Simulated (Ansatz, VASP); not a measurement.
## One calculation of Pt, two programs

Contents of INCAR:

```
SYSTEM = Pt
PREC = Accurate ; ENCUT = 520
EDIFF = 1E-7 ; ISMEAR = -1
SIGMA = 0.1 ; LREAL = .False.
LASPH = .True. ; NELM = 100
ALGO = Normal ; ISIF = 2
LWAVE = .False. ; LCHARG = .False.
GGA = PE ; NBANDS = 28
```

The input KPOINTS:

```
Automatic mesh
0
Gamma
  15 15 4
  0 0 0
```

POSCAR

```
Pt
1.0
    2.8981996377      0.0000000000      0.0000000000
   -1.4490998188      2.5099145115      0.0000000000
    0.0000000000      0.0000000000      9.6771182557
Pt
4
Direct
    0.0000000000      1.0000000000      1.0000000000
    0.0000000000      1.0000000000      0.5000000000
    0.3333333333      0.6666666667      0.2500000000
    0.6666666667      0.3333333333      0.7500000000
```

Input for Ansatz:

```yaml
crystal:
  lattice:
    - [2.8981996377, 0.0, 0.0]
    - [-1.4490998188, 2.5099145115, 0.0]
    - [0.0, 0.0, 9.6771182557]
  atoms:
    - { symbol: Pt, position: [0.0, 1.0, 1.0] }
    - { symbol: Pt, position: [0.0, 1.0, 0.5] }
    - { symbol: Pt, position: [0.3333333333, 0.6666666667, 0.25] }
    - { symbol: Pt, position: [0.6666666667, 0.3333333333, 0.75] }
hamiltonian:
  xc: pbe
  pseudopotentials:
    kind: paw
    azcp:
      Pt: "pseudopotentials/Pt.paw.azcp"
basis:
  ecutwfc: 420
  fft_grid_basis: typed
kpoints:
  mp_grid: { grid: [15, 15, 4], shift: [0, 0, 0] }
magnetization:
  spin_polarized: false
scf:
  occupations: { method: fermi_dirac, width: 0.1 }
  lower_state_search: "off"
output:
  stress: true
```

Alike in both runs: task single point; functional PBE; k mesh 15 × 15 × 4; occupations fermi-dirac, width 0.1 eV; no spin polarisation.

|  | VASP | Ansatz |
| --- | --- | --- |
| version | VASP 6.6.1 | Ansatz 0.2.0 |
| potentials or method | VASP PAW PBE potentials, release 64 (Pt), cutoff 520 eV | plane waves (420 eV) with PAW, scalar-relativistic |
| valence electrons in the cell | 40 | 72 |

|  | VASP | Ansatz | Ansatz less VASP |
| --- | --- | --- | --- |
| pressure (GPa) | -20.5 | -20.2 | +0.29 |
| traceless stress, the component that is largest in VASP (GPa) | 0.67 | 0.72 | +0.041 |

VASP's potentials hold 40 valence electrons a cell and Ansatz's 72, so a difference there can come from the potentials and not from the codes.

Spin-orbit coupling is off throughout.
